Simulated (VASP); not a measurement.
Set up this calculation in VASP 6.6.1, as the native input.

| Property | Result |
| --- | --- |
| Task | single point |
| Functional | PBEsol |
| Potentials or basis | VASP PAW PBE potentials, release 64 (Cu) |
| Cutoff | 520 eV |
| k mesh | 13 × 13 × 7 |
| Occupations | fermi-dirac, width 0.1 eV |
| Spin | no spin polarisation |
| Dipole correction | no |
| Further INCAR settings | ALGO = Normal; EDIFF = 1e-07; NBANDS = 18 |

The structure of Cu lies in POSCAR:

```
Cu
1.0
    2.5508792562      0.0000000000      0.0000000000
   -1.2754396231      2.2091262360      0.0000000000
    0.0000000000      0.0000000000      4.1398073633
Cu
2
Direct
    0.3333333333      0.6666666667      0.2500000000
    0.6666666667      0.3333333333      0.7500000000
```

This isn't the form of Cu at room conditions, which is fcc.

These files were run (other wordings do the same):

INCAR

```
PREC = Accurate ; ENCUT = 520
EDIFF = 1E-7 ; ISMEAR = -1
SIGMA = 0.1 ; LREAL = False
LASPH = True ; NELM = 100
ALGO = Normal ; ISIF = 2
LWAVE = False ; LCHARG = False
GGA = PS ; NBANDS = 18
```

KPOINTS

```
Automatic mesh
0
Gamma
  13 13 7
```

Potentials or basis: VASP PAW PBE potentials, release 64 (Cu).

The run is started by

```console
$ cat potpaw_PBE.64/Cu/POTCAR > POTCAR
$ mpirun -np 1 vasp_std > vasp.out
```

It gave:

```yaml
Pressure: -4.0 GPa
Band_gap_on_the_k_mesh: zero (bands 11 and 12 overlap by 4.91 eV)
```

Caveat: the cell stands under tension; the PAW data sets were made with another functional, which shifts forces and pressure a little.

Wall time 46 s on 1 thread of Intel Xeon 8259CL, on a shared host, peak memory 0.15 GiB.
